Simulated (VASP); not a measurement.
The system is RbRu2.

```
Rb Ru
1.0
     3.55088    0.00000    0.00000
    -1.77544    3.07515    0.00000
     0.00000    0.00000    7.53458
Rb Ru
1 2
Cartesian
  0.0000 0.0000 0.0000
  0.0000 2.0501 2.7908
  1.7754 1.0251 4.7438
```

```yaml
Program: VASP 6.6.1
Task: relaxation of cell and atoms
Functional: PBE
Potentials_or_basis: VASP PAW PBE potentials, release 64 (Rb_sv, Ru_pv)
Cutoff: 600 eV
k_mesh: 6 × 6 × 2
Occupations: gaussian, width 0.1 eV
Spin: no spin polarisation
```

At the start: pressure -13.8 GPa; volume 27.42 Å³/atom.

Task: Where does the relaxation end?

Result: Over 15 steps the energy falls by 797.0 meV/atom and the volume is 19.53 Å³/atom (-28.8 %); space group P-3m1 (No. 164, to 0.05 Å).

The path:
| step | energy change (eV) | largest force (eV/Å) | pressure (GPa) | volume (Å³) |
| --- | --- | --- | --- | --- |
| 1 | 0.0000 | 2.8874 | -13.77 | 82.27 |
| 2 | -1.3362 | 2.5399 | 15.32 | 57.22 |
| 3 | -1.6174 | 0.0937 | 0.48 | 62.88 |
| 4 | -1.6186 | 0.0290 | 1.17 | 62.53 |
| 5 | -1.9195 | 1.1960 | 0.94 | 61.95 |
| 6 | -2.1601 | 1.2398 | 6.72 | 58.72 |
| 7 | -2.2959 | 1.6756 | 1.82 | 60.40 |
| 8 | -2.3054 | 1.5945 | 2.48 | 60.03 |
| 9 | -2.1994 | 0.9429 | -4.59 | 61.90 |
| 10 | -2.3458 | 0.4990 | -0.49 | 60.62 |
| 11 | -2.3458 | 0.5265 | -0.41 | 60.60 |
| 12 | -2.3718 | 0.3813 | -0.65 | 60.16 |
| 13 | -2.3855 | 0.1957 | -0.82 | 59.59 |
| 14 | -2.3856 | 0.1772 | -0.87 | 59.54 |
| 15 | -2.3911 | 0.0073 | 0.13 | 58.58 |

Final structure:
```yaml
crystal:
  lattice:
    - [2.90968, 0.00000, 0.00000]
    - [-1.45484, 2.51986, 0.00000]
    - [0.00000, 0.00000, 7.99015]
  atoms:
    - { symbol: Rb, position: [0.00000, 0.00000, 0.00000] }
    - { symbol: Ru, position: [0.33333, 0.66667, 0.38038] }
    - { symbol: Ru, position: [0.66667, 0.33333, 0.61962] }
```

Caveat: the k points lie up to 0.42 Å⁻¹ apart in the final cell; the volume moved by over 15 % at a fixed basis, so the end points are rough.
